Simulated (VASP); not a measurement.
**MnS: single point with r2SCAN**

MnS:

```
Mn S
1.0
     0.00000    2.61005    2.61005
     2.61005    0.00000    2.61005
     2.61005    2.61005    0.00000
Mn S
1 1
Direct
  0.00000 0.00000 0.00000
  0.50000 0.50000 0.50000
```

```yaml
Program: VASP 6.6.1
Task: single point
Functional: r2SCAN
Potentials_or_basis: VASP PAW PBE potentials, release 64 (Mn_pv, S)
Cutoff: 520 eV
k_mesh: 12 × 12 × 12
Occupations: gaussian, width 0.05 eV
Spin: no spin polarisation
```

| Quantity | Value |
| --- | --- |
| Pressure | -21.8 GPa |

Levels at points of the mesh, in eV from the Fermi level:
```tsv
k point	band 7	band 8	band 9	band 10	band 11	band 12	band 13	band 14
(0.00, 0.00, 0.00)	-1.58	-0.88	-0.88	-0.88	-0.11	-0.11	3.38	10.04
(0.50, 0.00, 0.00)	-3.46	-0.16	-0.16	0.06	2.68	2.68	4.21	6.88
(0.50, 0.50, 0.00)	-3.08	-1.59	-0.04	-0.04	0.25	1.08	2.64	7.13
```

Run time: 85 s on 1 thread of AMD EPYC 9R45 96-Core Processor (Zen 5), with other jobs on the host, peak memory 0.16 GiB.

Caveat: the PAW data sets were made with another functional, which shifts forces and pressure a little; the run has no spin polarisation, though such a crystal can be magnetic; semilocal functionals often make such compounds metallic where correlation or magnetic order opens a gap, which also shifts bond lengths. With open d or f shells a metallic result of r2SCAN can be an artefact of self-interaction; +U or a hybrid may open a gap.
